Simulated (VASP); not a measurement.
CdS (Hawleyite): elastic constants with LDA

The system is CdS (Hawleyite).

```
CELL_PARAMETERS angstrom
2.87826 2.87826 0.00000
-2.87826 2.87826 0.00000
0.00000 2.87826 2.87826
ATOMIC_POSITIONS crystal
Cd 0.00000 0.00000 0.00000
S 0.75000 0.25000 0.50000
```

```
Program                   : VASP 6.6.1
Task                      : elastic constants
Functional                : LDA
Potentials or basis       : VASP PAW LDA potentials, release 64 (Cd, S)
Cutoff                    : 600 eV
k mesh                    : 8 × 8 × 8
Occupations               : gaussian, width 0.01 eV
Spin                      : no spin polarisation
Dipole correction         : no
Ions in elastic constants : relaxed
Further INCAR settings    : ALGO = Normal; EDIFF = 1e-08; NBANDS = 16; IBRION = 6; POTIM = 0.015; NSW = 1; ISIF = 3
```

- Elastic constants C11, C12, C44: 83, 63, 27 GPa
- Voigt bulk modulus: 70 GPa
- Highest phonon frequency at Γ, LO-TO splitting left out: 249 cm⁻¹

Phonon frequencies in cm⁻¹ (negative: imaginary):
| q point | frequencies |
| --- | --- |
| (0.000, 0.000, 0.000) | 0 0 0 249 249 249 |

Elastic tensor in Voigt notation (GPa, in the Cartesian axes of the cell as first typed):
```
83 63 63  0  0  0
63 83 63  0  0  0
63 63 83  0  0  0
 0  0  0 27  0  0
 0  0  0  0 27  0
 0  0  0  0  0 27
```

Clamped-ion elastic tensor (GPa):
```
83 63 63  0  0  0
63 83 63  0  0  0
63 63 83  0  0  0
 0  0  0 61  0  0
 0  0  0  0 61  0
 0  0  0  0  0 61
```

Wall time 14 min on 1 thread of Intel(R) Xeon(R) Platinum 8488C (Sapphire Rapids), with other jobs on the host, peak memory 0.35 GiB.
